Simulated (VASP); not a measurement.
## Au: relaxation of volume and atoms at fixed shape with PBEsol

Crystal: Au.

```
Au
1.0
     0.00000    2.03500    2.03500
     2.03500    0.00000    2.03500
     2.03500    2.03500    0.00000
Au
1
Direct
  0.00000 0.00000 0.00000
```

```
Program                : VASP 6.6.1
Task                   : relaxation of volume and atoms at fixed shape
Functional             : PBEsol
Potentials or basis    : VASP PAW PBE potentials, release 64 (Au)
Cutoff                 : 600 eV
k mesh                 : 9 × 9 × 9
Occupations            : fermi-dirac, width 0.05 eV
Spin                   : no spin polarisation
Dipole correction      : no
Further INCAR settings : ALGO = Normal; EDIFF = 1e-07; IBRION = 2; EDIFFG = -0.03; NSW = 80; ISIF = 8
```

```
Relaxed volume                         : 16.99 Å³/atom
Relaxed cell                           : a = 2.886 Å, b = 2.886 Å, c = 2.886 Å, α = 60.00°, β = 60.00°, γ = 60.00°
Space group after relaxing (to 0.05 Å) : Fm-3m (No. 225)
Energy gained by relaxing              : 0.6 meV/atom
Ionic steps                            : 3
Pressure after relaxing                : 0.0 GPa
```

Step by step:
| step | energy change (eV) | largest force (eV/Å) | pressure (GPa) | volume (Å³) |
| --- | --- | --- | --- | --- |
| 1 | 0.0000 | 0.0000 | 1.44 | 16.85 |
| 2 | 0.0012 | 0.0000 | -2.37 | 17.23 |
| 3 | -0.0006 | 0.0000 | 0.00 | 16.99 |

Final structure:
```
CELL_PARAMETERS angstrom
0.00000 2.04042 2.04042
2.04042 0.00000 2.04042
2.04042 2.04042 0.00000
ATOMIC_POSITIONS crystal
Au 0.00000 0.00000 0.00000
```

Levels at points of the mesh, in eV from the Fermi level:
```
           k point  band 4  band 5  band 6  band 7  band 8  band 9
(0.00, 0.00, 0.00)   -4.66   -3.12   -3.12   14.53   18.54   18.54
```

Wall time 22 s on 1 thread of Intel Xeon 8259CL, with other jobs on the host, peak memory 0.14 GiB.

Caveat: the PAW data sets were made with another functional, which shifts forces and pressure a little; spin-orbit coupling is left out, which moves the levels of the heavy elements. Zero-point motion and thermal expansion aren't in these numbers.
